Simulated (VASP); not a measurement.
# P (P4/mmm) in VASP: a series of runs, part 2 of 2

VASP 6.6.1. Earlier steps stand in the parts before.

### Step 4. Relaxation of cell and atoms, PBE

Input file INCAR:

```
PREC = Accurate
ENCUT = 600
EDIFF = 1E-6
ISMEAR = 0
SIGMA = 0.1
LREAL = False
LASPH = True
NELM = 100
ALGO = Normal
ISIF = 3
LWAVE = False
LCHARG = False
GGA = PE
IBRION = 2
NSW = 90
EDIFFG = -0.04
```

Input file KPOINTS:

```
regular mesh
0
Gamma
  8 8 6
```

Input file POSCAR:

```
P
1.0
    2.3854882830      0.0000000000      0.0000000000
    0.0000000000      2.3854882830      0.0000000000
    0.0000000000      0.0000000000      2.5791747422
P
1
Direct
    0.0000000000      0.0000000000      0.0000000000
```

Potentials or basis: VASP PAW PBE potentials, release 64 (P).

Command:

```sh
> cat potpaw_PBE.64/P/POTCAR > POTCAR
> mpirun -np 1 vasp_std > vasp.out
```

OUTCAR:

```text
PREC = Accurate
   ENCUT = 600
   EDIFF = 1E-6
   ISMEAR = 0
   LREAL = False
   LASPH = True
   NELM = 100
   ISIF = 3
   GGA = PE
   IBRION = 2
   NSW = 90
   EDIFFG = -0.04

 ion  position               nearest neighbor table
   1  0.000  0.000  0.000-

  LATTYP: Found a simple tetragonal cell.
 ALAT       =     2.3854882830
 C/A-ratio  =     1.0811936326

  Lattice vectors:

 A1 = (   2.3854882830,   0.0000000000,   0.0000000000)
 A2 = (   0.0000000000,   2.3854882830,   0.0000000000)
 A3 = (   0.0000000000,   0.0000000000,   2.5791747422)

Analysis of symmetry for initial positions (statically):
=====================================================================
 Subroutine PRICEL returns:
 Original cell was already a primitive cell.

 Routine SETGRP: Setting up the symmetry group for a
 simple tetragonal supercell.

 Subroutine GETGRP returns: Found 16 space group operations
 (whereof 16 operations were pure point group operations)
 out of a pool of 16 trial point group operations.

The static configuration has the point symmetry D_4h.

Analysis of symmetry for dynamics (positions and initial velocities):
=====================================================================
 Subroutine PRICEL returns:
 Original cell was already a primitive cell.

 Routine SETGRP: Setting up the symmetry group for a
 simple tetragonal supercell.

 Subroutine GETGRP returns: Found 16 space group operations
 (whereof 16 operations were pure point group operations)
 out of a pool of 16 trial point group operations.

The dynamic configuration has the point symmetry D_4h.

 Subroutine INISYM returns: Found 16 space group operations
 (whereof 16 operations are pure point group operations),
 and found     1 'primitive' translations
[... 136 lines left out ...]

 Free energy of the ion-electron system (eV)
  ---------------------------------------------------
  ext. energy  EPLUGINS =         0.00000000
  ---------------------------------------------------
  free energy    TOTEN  =        -5.22873061 eV

  energy without entropy =       -5.22661263  energy(sigma->0) =       -5.22767162

------------------------ aborting loop because EDIFF is reached ----------------------------------------

  FORCE on cell =-STRESS in cart. coord.  units (eV):
  Direction    XX          YY          ZZ          XY          YZ          ZX
  --------------------------------------------------------------------------------------
  -------------------------------------------------------------------------------------
  Total        0.3721772      0.3721772     -0.7099561      0.0000000      0.0000000      0.0000000
  in kB       40.6279592     40.6279592    -77.5008962      0.0000000      0.0000000      0.0000000
  external PRESSURE =       1.2516741 kB  Pullay stress =       0.0000000 kB
[... 86 lines left out ...]
  FREE ENERGIE OF THE ION-ELECTRON SYSTEM (eV)
  ---------------------------------------------------
  free  energy   TOTEN  =        -5.2808280037 eV

  energy  without entropy=       -5.2798917453  energy(sigma->0) =       -5.28035987

[... ionic steps 4 to 7 ...]

--------------------------------------- Ionic step        8  -------------------------------------------

 number of electron       5.0000000 magnetization

------------------------ aborting loop because EDIFF is reached ----------------------------------------
[... 65 lines left out ...]
--------------------------------------- Ionic step       10  -------------------------------------------

 number of electron       4.9999999 magnetization

 Free energy of the ion-electron system (eV)
  ---------------------------------------------------
  ext. energy  EPLUGINS =         0.00000000
  ---------------------------------------------------
  free energy    TOTEN  =        -5.30241154 eV

  energy without entropy =       -5.30147474  energy(sigma->0) =       -5.30194314

 E-fermi :   9.6628     XC(G=0): -11.2196

 val. band max:        9.2901532484   @ k =   0.5000   0.2500   0.0000
 cond. band min:       9.7105415382   @ k =   0.5000   0.2500   0.1667
 fundamental gap:      0.4203882899
 Fermi energy:         9.6628360929

 k-point     1 :       0.0000    0.0000    0.0000
  band No.  band energies     occupation
      1      -6.9311      2.00000
      2      13.6715      0.00000
      3      13.6715      0.00000
      4      15.9536      0.00000
      5      15.9614      0.00000
      6      16.4418      0.00000
[... 199 lines left out ...]
 k-point    24 :       0.5000    0.1250    0.1667
  band No.  band energies     occupation
      1      -1.9926      2.00000
      2       1.8589      2.00000
      3      12.5646      0.00000
      4      15.0473      0.00000
      5      19.4367      0.00000
      6      20.3078      0.00000

 [... further k-points ...]

------------------------ aborting loop because EDIFF is reached ----------------------------------------

  FORCE on cell =-STRESS in cart. coord.  units (eV):
  Direction    XX          YY          ZZ          XY          YZ          ZX
  --------------------------------------------------------------------------------------
  -------------------------------------------------------------------------------------
  Total        0.0339605      0.0339605     -0.0190628      0.0000000      0.0000000     -0.0000000
  in kB        3.6902015      3.6902015     -2.0713949      0.0000000      0.0000000     -0.0000000
  external PRESSURE =       1.7696694 kB  Pullay stress =       0.0000000 kB
[... 16 lines left out ...]
  FREE ENERGIE OF THE ION-ELECTRON SYSTEM (eV)
  ---------------------------------------------------
  free  energy   TOTEN  =        -5.3024115364 eV

  energy  without entropy=       -5.3014747400  energy(sigma->0) =       -5.30194314

 reached required accuracy - stopping structural energy minimisation
```

CONTCAR:

```text
P
   1.00000000000000
     2.4963639798669122    0.0000000000000000    0.0000000000000000
     0.0000000000000000    2.4963639798669122    0.0000000000000000
     0.0000000000000000    0.0000000000000000    2.3660197718195075
  P
     1
Direct
     0.0000000000000000    0.0000000000000000    0.0000000000000000

  0.00000000E+00  0.00000000E+00  0.00000000E+00
```

Run time: 12 s. Hardware: 1 thread of Intel Xeon 6975P-C (Granite Rapids), shared host; peak memory 0.12 GiB.

Results:

```
Free energy                           : -5.3024 eV
Relaxed volume                        : 14.74 Å³/atom
Relaxed cell                          : a = 2.496 Å, b = 2.496 Å, c = 2.366 Å, α = 90.00°, β = 90.00°, γ = 90.00°
Space group after relaxing (to 0.1 Å) : P4/mmm (No. 123)
Energy gained by relaxing             : 73.7 meV/atom
Ionic steps                           : 10
Pressure after relaxing               : 0.2 GPa
Band gap on the k mesh                : zero (an odd number of electrons rules out a gap without spin polarisation)
```

Stress tensor (GPa, compression positive):
```
 0.37  0.00  0.00
 0.00  0.37  0.00
 0.00  0.00 -0.21
```

The path:
| step | energy change (eV) | largest force (eV/Å) | pressure (GPa) | volume (Å³) |
| --- | --- | --- | --- | --- |
| 1 | 0.0000 | 0.0000 | 0.13 | 14.68 |
| 2 | -0.0391 | 0.0000 | -1.06 | 14.69 |
| 3 | -0.0521 | 0.0000 | 2.48 | 14.62 |
| 4 | -0.0514 | 0.0000 | -0.56 | 14.68 |
| 5 | -0.0723 | 0.0000 | 0.71 | 14.66 |
| 6 | -0.0704 | 0.0000 | 1.40 | 14.64 |
| 7 | -0.0734 | 0.0000 | 0.94 | 14.65 |
| 8 | -0.0733 | 0.0000 | 1.02 | 14.65 |
| 9 | -0.0724 | 0.0000 | -1.22 | 14.91 |
| 10 | -0.0737 | 0.0000 | 0.18 | 14.74 |

Final structure:
```yaml
crystal:
  lattice:
    - [2.49636, 0.00000, 0.00000]
    - [0.00000, 2.49636, 0.00000]
    - [0.00000, 0.00000, 2.36602]
  atoms:
    - { symbol: P, position: [0.00000, 0.00000, 0.00000] }
```

Caveat: the k points lie up to 0.44 Å⁻¹ apart in the final cell, too coarse for converged energies and pressures of a metal.

### Step 5. Single point, PBE

This run uses another cell than the first one, of 14.61 Å³/atom.

Input file INCAR:

```
SYSTEM = P
PREC = Accurate
ENCUT = 520
EDIFF = 1E-6
ISMEAR = 0
SIGMA = 0.1
LREAL = .FALSE.
LASPH = .TRUE.
NELM = 60
ALGO = Normal
ISIF = 2
LWAVE = .FALSE.
LCHARG = .TRUE.
GGA = PE
LELF = .TRUE.
LVHAR = .TRUE.
NBANDS = 8
```

Input file KPOINTS:

```
Automatic mesh
0
G
  22 22 24
  0 0 0
```

Input file POSCAR:

```
P
1.0
    2.4473021107      0.0000000000      0.0000000000
    0.0000000000      2.4473021107      0.0000000000
    0.0000000000      0.0000000000      2.4396609781
P
1
Direct
    0.0000000000      0.0000000000      0.0000000000
```

Command:

```sh
> cat potpaw_PBE.64/P/POTCAR > POTCAR
> mpirun -np 1 vasp_std > vasp.out
```

Wall time 28 s (1 thread of Intel Xeon 6975P-C (Granite Rapids), shared host); peak memory 0.2 GiB.

It converged, with:

```
Free energy            : -5.2737 eV
Pressure               : -0.3 GPa
Band gap on the k mesh : zero (an odd number of electrons rules out a gap without spin polarisation)
```

Levels at points of the mesh, in eV from the Fermi level:
```
           k point  band 1  band 2  band 3  band 4  band 5  band 6
(0.00, 0.00, 0.00)  -16.45    4.97    4.97    5.10    6.80    6.84
(0.50, 0.00, 0.00)  -12.17   -8.62    7.76    7.89    9.37   14.33
(0.50, 0.50, 0.00)   -7.53   -5.25   -5.25    1.03   10.46   16.95
(0.00, 0.00, 0.50)  -12.11   -8.63    7.80    7.80    9.39   14.31
(0.50, 0.00, 0.50)   -7.46   -5.27   -5.21    1.03   10.38   16.82
(0.50, 0.50, 0.50)   -2.21   -2.14   -2.14   -1.69    4.69    4.69
```

### Step 6. Relaxation of cell and atoms, PBE

This run uses another cell than the first one, of 14.80 Å³/atom.

Input file INCAR:

```
ALGO = Normal ; EDIFF = 1E-6
EDIFFG = -0.01 ; ENCUT = 600
GGA = PE ; IBRION = 2
ISIF = 3 ; ISMEAR = 0
LASPH = True ; LCHARG = False
LREAL = False ; LWAVE = False
NELM = 100 ; NSW = 100
PREC = Accurate ; SIGMA = 0.1
```

Input file KPOINTS:

```
k-points
0
Gamma
  22 22 24
```

Input file POSCAR:

```
P
1.0
    2.4997529619      0.0000000000      0.0000000000
    0.0000000000      2.4997529619      0.0000000000
    0.0000000000      0.0000000000      2.3689067968
P
1
Direct
    0.0000000000      0.0000000000      0.0000000000
```

Potentials or basis: VASP PAW PBE potentials, release 64 (P).

Command:

```sh
> cat potpaw_PBE.64/P/POTCAR > POTCAR
> mpirun -np 1 vasp_std > vasp.out
```

OUTCAR:

```text
EDIFF = 1E-6
   EDIFFG = -0.01
   ENCUT = 600
   GGA = PE
   IBRION = 2
   ISIF = 3
   ISMEAR = 0
   LASPH = True
   LREAL = False
   NELM = 100
   NSW = 100
   PREC = Accurate

 ion  position               nearest neighbor table
   1  0.000  0.000  0.000-

  LATTYP: Found a simple tetragonal cell.
 ALAT       =     2.4997529619
 C/A-ratio  =     0.9476563616

  Lattice vectors:

 A1 = (   2.4997529619,   0.0000000000,   0.0000000000)
 A2 = (   0.0000000000,   2.4997529619,   0.0000000000)
 A3 = (   0.0000000000,   0.0000000000,   2.3689067968)

Analysis of symmetry for initial positions (statically):
=====================================================================
 Subroutine PRICEL returns:
 Original cell was already a primitive cell.

 Routine SETGRP: Setting up the symmetry group for a
 simple tetragonal supercell.

 Subroutine GETGRP returns: Found 16 space group operations
 (whereof 16 operations were pure point group operations)
 out of a pool of 16 trial point group operations.

The static configuration has the point symmetry D_4h.

Analysis of symmetry for dynamics (positions and initial velocities):
=====================================================================
 Subroutine PRICEL returns:
 Original cell was already a primitive cell.

 Routine SETGRP: Setting up the symmetry group for a
 simple tetragonal supercell.

 Subroutine GETGRP returns: Found 16 space group operations
 (whereof 16 operations were pure point group operations)
 out of a pool of 16 trial point group operations.

The dynamic configuration has the point symmetry D_4h.

 Subroutine INISYM returns: Found 16 space group operations
 (whereof 16 operations are pure point group operations),
 and found     1 'primitive' translations

----------------------------------------------------------------------------------------

                                     Primitive cell
[... 121 lines left out ...]
 non-spin polarized calculation
 Gauss-broadening in eV      SIGMA  =   0.10
  energy-cutoff  :      600.00
  volume of cell :       14.80
 maximum number of plane-waves:       512
 NGX is ok and might be reduce to    20
   NGX =  9   NGY =  9   NGZ =  9

--------------------------------------- Ionic step        1  -------------------------------------------

 number of electron       4.9999999 magnetization

 Free energy of the ion-electron system (eV)
  ---------------------------------------------------
  ext. energy  EPLUGINS =         0.00000000
  ---------------------------------------------------
  free energy    TOTEN  =        -5.25565885 eV

  energy without entropy =       -5.25438970  energy(sigma->0) =       -5.25502427

------------------------ aborting loop because EDIFF is reached ----------------------------------------

  FORCE on cell =-STRESS in cart. coord.  units (eV):
  Direction    XX          YY          ZZ          XY          YZ          ZX
  --------------------------------------------------------------------------------------
  -------------------------------------------------------------------------------------
  Total       -0.4733551     -0.4733551      0.7212445      0.0000000      0.0000000      0.0000000
  in kB      -51.2336669    -51.2336669     78.0640234      0.0000000      0.0000000      0.0000000
  external PRESSURE =      -8.1344368 kB  Pullay stress =       0.0000000 kB
[... 162 lines left out ...]
--------------------------------------- Ionic step        6  -------------------------------------------

 number of electron       5.0000001 magnetization

 Free energy of the ion-electron system (eV)
  ---------------------------------------------------
  ext. energy  EPLUGINS =         0.00000000
  ---------------------------------------------------
  free energy    TOTEN  =        -5.27389003 eV

  energy without entropy =       -5.27223670  energy(sigma->0) =       -5.27306336

 E-fermi :   9.6118     XC(G=0): -11.2737

 val. band max:        9.6111356215   @ k =   0.0909   0.0909   0.1667
 cond. band min:       9.6159715106   @ k =   0.4091   0.0000   0.2500
 fundamental gap:      0.0048358890
 Fermi energy:         9.6117814783

 k-point     1 :       0.0000    0.0000    0.0000
  band No.  band energies     occupation
      1      -6.8621      2.00000
      2      14.6076      0.00000
      3      14.6076      0.00000
      4      14.6990      0.00000
      5      16.4202      0.00000
      6      16.4445      0.00000
[... 199 lines left out ...]
 k-point    24 :       0.0909    0.0909    0.0000
  band No.  band energies     occupation
      1      -6.4864      2.00000
      2      11.7576      0.00000
      3      12.6842      0.00000
      4      14.9937      0.00000
      5      17.9399      0.00000
      6      19.9379      0.00000

 [... further k-points ...]

------------------------ aborting loop because EDIFF is reached ----------------------------------------

  FORCE on cell =-STRESS in cart. coord.  units (eV):
  Direction    XX          YY          ZZ          XY          YZ          ZX
  --------------------------------------------------------------------------------------
  -------------------------------------------------------------------------------------
  Total        0.0039124      0.0039124     -0.0067043      0.0000000      0.0000000      0.0000000
  in kB        0.4299952      0.4299952     -0.7368376      0.0000000      0.0000000      0.0000000
  external PRESSURE =       0.0410509 kB  Pullay stress =       0.0000000 kB
[... 16 lines left out ...]
  FREE ENERGIE OF THE ION-ELECTRON SYSTEM (eV)
  ---------------------------------------------------
  free  energy   TOTEN  =        -5.2738900267 eV

  energy  without entropy=       -5.2722366964  energy(sigma->0) =       -5.27306336

 reached required accuracy - stopping structural energy minimisation
```

CONTCAR:

```text
P
   1.00000000000000
     2.4446418392078373    0.0000000000000000    0.0000000000000000
     0.0000000000000000    2.4446418392078373    0.0000000000000000
     0.0000000000000000    0.0000000000000000    2.4392693836200792
  P
     1
Direct
     0.0000000000000000    0.0000000000000000    0.0000000000000000

  0.00000000E+00  0.00000000E+00  0.00000000E+00
```

It took 69 s on 1 thread of Intel Xeon 6975P-C (Granite Rapids), shared host; peak memory 0.2 GiB.

Results:

| Item | Value |
| --- | --- |
| Free energy | -5.2739 eV |
| Relaxed volume | 14.58 Å³/atom |
| Relaxed cell | a = 2.445 Å, b = 2.445 Å, c = 2.439 Å, α = 90.00°, β = 90.00°, γ = 90.00° |
| Space group after relaxing (to 0.1 Å) | Pm-3m (No. 221) |
| Energy gained by relaxing | 18.2 meV/atom |
| Ionic steps | 6 |
| Pressure after relaxing | 0.0 GPa |
| Band gap on the k mesh | zero (an odd number of electrons rules out a gap without spin polarisation) |

Step by step:
```csv
step,energy change (eV),largest force (eV/Å),pressure (GPa),volume (Å³)
1,0.0000,0.0000,-0.81,14.80
2,-0.0179,0.0000,-0.42,14.63
3,-0.0181,0.0000,-0.51,14.65
4,-0.0181,0.0000,-0.50,14.64
5,-0.0182,0.0000,0.23,14.55
6,-0.0182,0.0000,0.00,14.58
```

Final structure:
```cif
data_structure
_symmetry_space_group_name_H-M 'P 1'
_symmetry_Int_Tables_number 1
_cell_length_a 2.4446
_cell_length_b 2.4446
_cell_length_c 2.4393
_cell_angle_alpha 90.000
_cell_angle_beta 90.000
_cell_angle_gamma 90.000
_cell_volume 14.58
loop_
_atom_site_label
_atom_site_type_symbol
_atom_site_fract_x
_atom_site_fract_y
_atom_site_fract_z
_atom_site_occupancy
P1 P 0.00000 0.00000 0.00000 1
```

### Step 7. Overview

| task | cell | k mesh | cutoff (eV) | gap on the mesh (eV) | pressure (GPa) | relaxed volume (Å³/atom) |
| --- | --- | --- | --- | --- | --- | --- |
| single point | a = 2.385, b = 2.385, c = 2.579 Å, 1 atom | 8 × 8 × 4 | 520 | none | -0.3 | - |
| single point | a = 2.500, b = 2.500, c = 2.369 Å, 1 atom | 8 × 8 × 6 | 520 | none | -0.3 | - |
| relaxation of cell and atoms | relaxed from a = 2.385, b = 2.385, c = 2.579 Å, 1 atom | 8 × 8 × 6 | 600 | none | 0.2 | 14.74 |
| single point | a = 2.447, b = 2.447, c = 2.440 Å, 1 atom | 22 × 22 × 24 | 520 | none | -0.3 | - |
| relaxation of cell and atoms | relaxed from a = 2.500, b = 2.500, c = 2.369 Å, 1 atom | 22 × 22 × 24 | 600 | none | 0.0 | 14.58 |

Alike in all rows: level PBE; potentials or basis VASP PAW PBE potentials, release 64 (P); no spin polarisation; smearing gaussian 0.1 eV.

Caveats: some runs use coarse meshes.

Total energies depend on the potentials used, so only differences within one code and one set of settings carry meaning.
